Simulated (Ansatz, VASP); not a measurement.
## Two plane-wave programs on GaN

File POSCAR:

```
GaN
1.0
    1.5868966310      0.9161951959      2.5913936004
   -1.5868966310      0.9161951959      2.5913936004
    0.0000000000     -1.8323903953      2.5913935992
Ga N
1 1
Direct
    1.0412164410      1.0412164410      1.0412164410
    0.2912165590      0.2912165590      0.2912165590
```

The input INCAR.step1:

```
  PREC = Accurate
  ENCUT = 520
  ISMEAR = -1
  SIGMA = 0.03
  LREAL = F
  LASPH = T
  NELM = 80
  NBANDS = 16
  GGA = PE
  ALGO = Normal
  EDIFF = 1E-4
  LWAVE = T
  LCHARG = F
```

INCAR.step2

```
  PREC = Accurate
  ENCUT = 520
  EDIFF = 1E-6
  ISMEAR = -1
  SIGMA = 0.03
  LREAL = F
  LASPH = T
  NELM = 80
  ALGO = Normal
  ISIF = 2
  LWAVE = F
  LCHARG = F
  METAGGA = R2SCAN
  LMIXTAU = T
  LUSE_VDW = T
  IVDW_NL = 2
  BPARAM = 11.95
  CPARAM = 0.0093
  NBANDS = 16
  ISTART = 1
```

File KPOINTS:

```
Automatic mesh
0
Gamma
  10 10 10
```

Input for Ansatz:

```yaml
crystal:
  lattice:
    - [1.586896631, 0.9161951959, 2.5913936004]
    - [-1.586896631, 0.9161951959, 2.5913936004]
    - [0.0, -1.8323903953, 2.5913935992]
  atoms:
    - { symbol: Ga, position: [1.041216441, 1.041216441, 1.041216441] }
    - { symbol: "N", position: [0.291216559, 0.291216559, 0.291216559] }
kpoints:
  mp_grid: { grid: [10, 10, 10] }
  band_path:
    path:
      - [0.0, 0.0, 0.0]
      - [0.5, 0.5000002898, 2.898e-07]
      - [0.6250000725, 0.6250004347, 0.2500003623]
      - [0.7500002174, 0.3750006521, 0.3750004347]
      - [0.5000001449, 0.5000004347, 0.5000002898]
      - [0.7500001449, 0.5000005796, 0.2500004347]
    npoints: 1
hamiltonian:
  xc: r2scan
  dispersion: rvv10
scf:
  occupations: { method: fermi_dirac, width: 0.03 }
  n_extra_bands: 4
output:
  forces: true
  stress: true
  eigenvalues: true
  write_density: true
  write_potential: true
  elf: true
  volumetric_format: npy
```

Alike in both runs: task single point; functional r2SCAN; dispersion rVV10; k mesh 10 × 10 × 10; occupations fermi-dirac, width 0.03 eV; no spin polarisation.

|  | VASP | Ansatz |
| --- | --- | --- |
| version | VASP 6.6.1 | Ansatz 0.2.0 |
| potentials or method | VASP PAW PBE potentials, release 64 (Ga_d, N) | plane waves, PAW |
| plane-wave cutoff (eV) | 520 | 500 |
| valence electrons in the cell | 18 | 18 |

|  | VASP | Ansatz | Ansatz less VASP |
| --- | --- | --- | --- |
| gap on the k mesh at the Fermi level (eV) | 2.17 | 2.17 | +0.006 |
| pressure (GPa) | 1.2 | 0.0 | -1.21 |

VASP's potentials were made for PBE, not for r2SCAN. Ansatz's warnings: structure snapped to symmetry.
